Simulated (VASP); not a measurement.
# Sn (P6_3/mmc) in VASP: relaxation of cell and atoms with PBE

Aim: the relaxation of cell and atoms of Sn with PBE.

Everything below comes from runs of VASP 6.6.1. Logs are shortened: lines on timing, memory, paths and dates and some standing lists are left out, and cuts for length are marked.

**1. The cell of the first run**

Symmetry: P6_3/mmc, No. 194, hexagonal system. Conventional cell: a = 3.310 Å, b = 3.310 Å, c = 10.759 Å, α = 90.00°, β = 90.00°, γ = 120.00°. Within 4.3 Å of Sn (site symmetry -3m) lie 12 Sn at 3.30 to 3.31 Å. Within 4.3 Å of Sn (site symmetry -6m2) lie 12 Sn at 3.30 to 3.31 Å.

**2. Relaxation of cell and atoms, PBE, target pressure 4.4 GPa, at which the enthalpy is minimised**

INCAR reads:

```
PREC = Accurate
ENCUT = 600
EDIFF = 1E-6
ISMEAR = -1
SIGMA = 0.1
LREAL = False
LASPH = True
NELM = 80
ALGO = Normal
ISIF = 3
LWAVE = False
LCHARG = False
GGA = PE
IBRION = 2
NSW = 60
EDIFFG = -0.005
PSTRESS = 44.0
```

KPOINTS reads:

```
regular mesh
0
Gamma
  11 11 3
```

POSCAR reads:

```
Sn
1.0
    3.3104966649      0.0000000000      0.0000000000
   -1.6552483324      2.8669742109      0.0000000000
    0.0000000000      0.0000000000     10.7591141609
Sn
4
Direct
    0.0000000000      0.0000000000      0.0000000000
    0.0000000000      0.0000000000      0.5000000000
    0.3333333333      0.6666666667      0.2500000000
    0.6666666667      0.3333333333      0.7500000000
```

Potentials or basis: VASP PAW PBE potentials, release 64 (Sn_d).

Run with:

```
> cat potpaw_PBE.64/Sn_d/POTCAR > POTCAR
> mpirun -np 1 vasp_std > vasp.out
```

OUTCAR:

```text
PREC = Accurate
   ENCUT = 600
   EDIFF = 1E-6
   ISMEAR = -1
   LREAL = False
   LASPH = True
   NELM = 80
   ISIF = 3
   GGA = PE
   IBRION = 2
   NSW = 60
   EDIFFG = -0.005
   PSTRESS = 44.0

 ion  position               nearest neighbor table
   1  0.000  0.000  0.000-   3 3.30   4 3.30   3 3.30   4 3.30   4 3.30   3 3.30
   2  0.000  0.000  0.500-   3 3.30   4 3.30   3 3.30   4 3.30   4 3.30   3 3.30
   3  0.333  0.667  0.250-   1 3.30   2 3.30   1 3.30   2 3.30   1 3.30   2 3.30
   4  0.667  0.333  0.750-   1 3.30   2 3.30   1 3.30   2 3.30   1 3.30   2 3.30

  LATTYP: Found a hexagonal cell.
 ALAT       =     3.3104966649
 C/A-ratio  =     3.2500000000

  Lattice vectors:

 A1 = (   3.3104966649,   0.0000000000,   0.0000000000)
 A2 = (  -1.6552483324,   2.8669742109,   0.0000000000)
 A3 = (   0.0000000000,   0.0000000000,  10.7591141609)

Analysis of symmetry for initial positions (statically):
=====================================================================
 Subroutine PRICEL returns:
 Original cell was already a primitive cell.

 Routine SETGRP: Setting up the symmetry group for a
 hexagonal supercell.

 Subroutine GETGRP returns: Found 24 space group operations
 (whereof 12 operations were pure point group operations)
 out of a pool of 24 trial point group operations.

The static configuration has the point symmetry D_3d.
 The point group associated with its full space group is D_6h.

Analysis of symmetry for dynamics (positions and initial velocities):
=====================================================================
 Subroutine PRICEL returns:
 Original cell was already a primitive cell.

 Routine SETGRP: Setting up the symmetry group for a
 hexagonal supercell.

 Subroutine GETGRP returns: Found 24 space group operations
 (whereof 12 operations were pure point group operations)
 out of a pool of 24 trial point group operations.

The dynamic configuration has the point symmetry D_3d.
 The point group associated with its full space group is D_6h.

 Subroutine INISYM returns: Found 24 space group operations
 (whereof 12 operations are pure point group operations),
 and found     1 'primitive' translations

----------------------------------------------------------------------------------------

                                     Primitive cell

  volume of cell :     102.1159

[... 91 lines left out ...]
   NELM   =     80;   NELMIN=  2; NELMDL= -5     # of ELM steps
   EDIFF  = 0.1E-05   stopping-criterion for ELM
   LREAL  =      F    real-space projection
   EDIFFG = -.5E-02   stopping-criterion for IOM
   NSW    =     60    number of steps for IOM
   IBRION =      2    ionic relax: 0-MD 1-quasi-New 2-CG
   NFREE  =      1    steps in history (QN), initial steepest desc. (CG)
   ISIF   =      3    stress and relaxation
   ISYM   =      2    0-nonsym 1-usesym 2-fastsym
   POTIM  = 0.5000    time-step for ionic-motion
   TEBEG  =    0.0;   TEEND  =   0.0 temperature during run
   PSTRESS=   44.0 pullay stress
   NELECT =      56.0000    total number of electrons
   NUPDOWN=      -1.0000    fix difference up-down
   EMIN   =  10.00;   EMAX   =-10.00  energy-range for DOS
   EFERMI =   0.00;   METHOD = LEGACY
   ISMEAR =    -1;   SIGMA  =   0.10  broadening in eV -4-tet -1-fermi 0-gaus
   EFERMI_NEDOS =   21; number of points for ismear=-14 and -15
   IALGO  =     38    algorithm
   IMIX   =      4    mixing-type and parameters
     AMIX     =   0.40;   BMIX     =  1.00
     AMIX_MAG =   1.60;   BMIX_MAG =  1.00
  volume/ion in A,a.u.               =      25.53       172.28
  Fermi-wavevector in a.u.,A,eV,Ry     =   1.340005  2.532242 24.430796  1.795613
  Thomas-Fermi vector in A             =   2.468352
   LORBIT       =      0    0 simple, 1 ext, 2 COOP (PROOUT), +10 PAW based schemes
   GGA     = PE    functional components
   LHFCALC =     F    Hartree Fock is set to
   AEXX    =    0.0000 exact exchange contribution
   IVDW    =     0    specifies the selected vdW correction
   LEPSILON=     F    determine dielectric tensor
   LRPA    =     F    only Hartree local field effects (RPA)
 conjugate gradient relaxation of ions
 non-spin polarized calculation
  energy-cutoff  :      600.00
  volume of cell :      102.12
 maximum number of plane-waves:      3475
 NGX is ok and might be reduce to    28
   NGX = 13   NGY = 13   NGZ = 43

--------------------------------------- Ionic step        1  -------------------------------------------

 number of electron      56.0000017 magnetization

 Free energy of the ion-electron system (eV)
  ---------------------------------------------------
  ext. energy  EPLUGINS =         0.00000000
  ---------------------------------------------------
  free energy    TOTEN  =       -15.05441723 eV

  energy without entropy =      -14.99367823  energy(sigma->0) =      -15.02404773

------------------------ aborting loop because EDIFF is reached ----------------------------------------

  FORCE on cell =-STRESS in cart. coord.  units (eV):
  Direction    XX          YY          ZZ          XY          YZ          ZX
  --------------------------------------------------------------------------------------
  -------------------------------------------------------------------------------------
  Total        2.9338886      2.9338886      4.0102739      0.0000000      0.0000000      0.0000000
  in kB       46.0320962     46.0320962     62.9203549      0.0000000      0.0000000      0.0000000
  external PRESSURE =       7.6615158 kB  Pullay stress =      44.0000000 kB
[... 307 lines left out ...]
--------------------------------------- Ionic step        9  -------------------------------------------

 number of electron      56.0000001 magnetization

 Free energy of the ion-electron system (eV)
  ---------------------------------------------------
  ext. energy  EPLUGINS =         0.00000000
  ---------------------------------------------------
  free energy    TOTEN  =       -15.08823866 eV

  energy without entropy =      -15.03088365  energy(sigma->0) =      -15.05956116

 E-fermi :   8.8239     XC(G=0): -10.6188

 val. band max:        8.7592441183   @ k =   0.3636  -0.0000   0.3333
 cond. band min:       8.8667997672   @ k =   0.1818   0.1818   0.3333
 fundamental gap:      0.1075556489
 Fermi energy:         8.8238809883

 k-point     1 :       0.0000    0.0000    0.0000
  band No.  band energies     occupation
      1     -12.8196      2.00000
      2     -12.8176      2.00000
      3     -12.8017      2.00000
      4     -12.8017      2.00000
      5     -12.7897      2.00000
      6     -12.7897      2.00000
[... 853 lines left out ...]
     32      12.8372      0.00000
     33      13.1430      0.00000

 [... further k-points ...]
[... 5 lines left out ...]
  --------------------------------------------------------------------------------------
  -------------------------------------------------------------------------------------
  Total        2.8253075      2.8253075      2.8190234      0.0000000     -0.0000000      0.0000000
  in kB       43.9209575     43.9209575     43.8232672      0.0000000     -0.0000000      0.0000000
  external PRESSURE =      -0.1116060 kB  Pullay stress =      44.0000000 kB
[... 23 lines left out ...]
  energy  without entropy=      -15.0308836465  energy(sigma->0) =      -15.05956116

  enthalpy is  TOTEN    =       -12.2578465631 eV   P V=        2.8303921013

 reached required accuracy - stopping structural energy minimisation
```

CONTCAR:

```text
Sn
   1.00000000000000
     3.3025000583512112    0.0000000000052460    0.0000000000000000
    -1.6512500291211833    2.8600489464736190   -0.0000000000000000
    -0.0000000000000000    0.0000000000000000   10.9115942907655281
  Sn
     4
Direct
     0.0000000000000000    0.0000000000000000    0.0000000000000000
     0.0000000000000000    0.0000000000000000    0.5000000000000000
     0.3333333332999970    0.6666666667000030    0.2500000000000000
     0.6666666667000030    0.3333333332999970    0.7500000000000000

  0.00000000E+00  0.00000000E+00  0.00000000E+00
  0.00000000E+00  0.00000000E+00  0.00000000E+00
  0.00000000E+00  0.00000000E+00  0.00000000E+00
  0.00000000E+00  0.00000000E+00  0.00000000E+00
```

Run time: 4.3 min. Hardware: 1 thread of Intel Xeon 6975P-C (Granite Rapids), shared host; peak memory 0.31 GiB.

What came out:

| Property | Result |
| --- | --- |
| Free energy | -15.0882 eV |
| Relaxed volume | 25.77 Å³/atom |
| Relaxed cell | a = 3.303 Å, b = 3.303 Å, c = 10.912 Å, α = 90.00°, β = 90.00°, γ = 120.00° |
| Space group after relaxing (to 0.05 Å) | P6_3/mmc (No. 194) |
| Energy change on relaxing (the enthalpy is what falls) | -8.5 meV/atom |
| Ionic steps | 9 |
| Pressure after relaxing | 4.4 GPa |
| Band gap on the k mesh | zero (band 28 reaches 15.12 eV, above the bottom of band 29 at 6.96 eV) |

Step by step:
```csv
step,energy change (eV),largest force (eV/Å),pressure (GPa),volume (Å³)
1,0.0000,0.0000,5.17,102.12
2,-0.0557,0.0000,3.86,103.93
3,-0.0447,0.0000,4.13,103.51
4,-0.0463,0.0000,4.06,103.57
5,-0.0351,0.0000,4.37,103.11
6,-0.0361,0.0000,4.34,103.15
7,-0.0359,0.0000,4.35,103.14
8,-0.0333,0.0000,4.44,103.04
9,-0.0338,0.0000,4.39,103.06
```

Final structure:
```cif
data_structure
_symmetry_space_group_name_H-M 'P 1'
_symmetry_Int_Tables_number 1
_cell_length_a 3.3025
_cell_length_b 3.3025
_cell_length_c 10.9116
_cell_angle_alpha 90.000
_cell_angle_beta 90.000
_cell_angle_gamma 120.000
_cell_volume 103.06
loop_
_atom_site_label
_atom_site_type_symbol
_atom_site_fract_x
_atom_site_fract_y
_atom_site_fract_z
_atom_site_occupancy
Sn1 Sn 0.00000 0.00000 0.00000 1
Sn2 Sn 0.00000 0.00000 0.50000 1
Sn3 Sn 0.33333 0.66667 0.25000 1
Sn4 Sn 0.66667 0.33333 0.75000 1
```

Caveat: the cell is relaxed towards a set pressure, so the enthalpy falls and the energy may rise; spin-orbit coupling is left out, which moves the levels of the heavy elements.
